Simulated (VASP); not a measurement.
Set up this calculation in VASP 6.6.1, as the native input.

- Task: single point
- Functional: PBE
- Potentials or basis: VASP PAW PBE potentials, release 64 (C)
- Cutoff: 520 eV
- k mesh: 12 × 12 × 12
- Occupations: gaussian, width 0.05 eV
- Spin: no spin polarisation
- Dipole correction: no
- Further INCAR settings: ALGO = Normal; EDIFF = 1e-06; NBANDS = 31

The structure of C lies in POSCAR:

```
C
1.0
    1.2472000000      0.7200712557      9.5376666667
   -1.2472000000      0.7200712557      9.5376666667
    0.0000000000     -1.4401425115      9.5376666667
C
10
Direct
    0.0248257000      0.0248257000      0.0248257000
    0.9751743000      0.9751743000      0.9751743000
    0.1086810650      0.1086810650      0.1086810650
    0.8913189350      0.8913189350      0.8913189350
    0.1583663742      0.1583663742      0.1583663742
    0.8416336258      0.8416336258      0.8416336258
    0.3748589682      0.3748589682      0.3748589682
    0.6251410318      0.6251410318      0.6251410318
    0.4253192967      0.4253192967      0.4253192967
    0.5746807033      0.5746807033      0.5746807033
```

These files were run (other wordings do the same):

INCAR

```
SYSTEM = C
PREC = Accurate
ENCUT = 520
EDIFF = 1E-6
ISMEAR = 0
SIGMA = 0.05
LREAL = .FALSE.
LASPH = .TRUE.
NELM = 80
ALGO = Normal
ISIF = 2
LWAVE = .FALSE.
LCHARG = .FALSE.
GGA = PE
NBANDS = 31
```

KPOINTS

```
Automatic mesh
0
G
  12 12 12
  0 0 0
```

Potentials or basis: VASP PAW PBE potentials, release 64 (C).

Command:

```console
$ cat potpaw_PBE.64/C/POTCAR > POTCAR
$ mpirun -np 1 vasp_std > vasp.out
```

Results of the run:

- Pressure: 59.4 GPa
- Largest force: 1.168 eV/Å
- Band gap on the k mesh: 3.72 eV (least direct gap 4.65 eV)

Caveat: the stress differs along the axes, from 20 to 139 GPa; forces of over 1 eV/Å act on the atoms, so gaps and moduli don't describe the material at rest.

It took 35 min on 1 thread of AMD EPYC 9R45 96-Core Processor (Zen 5), with other jobs on the host, peak memory 0.77 GiB.
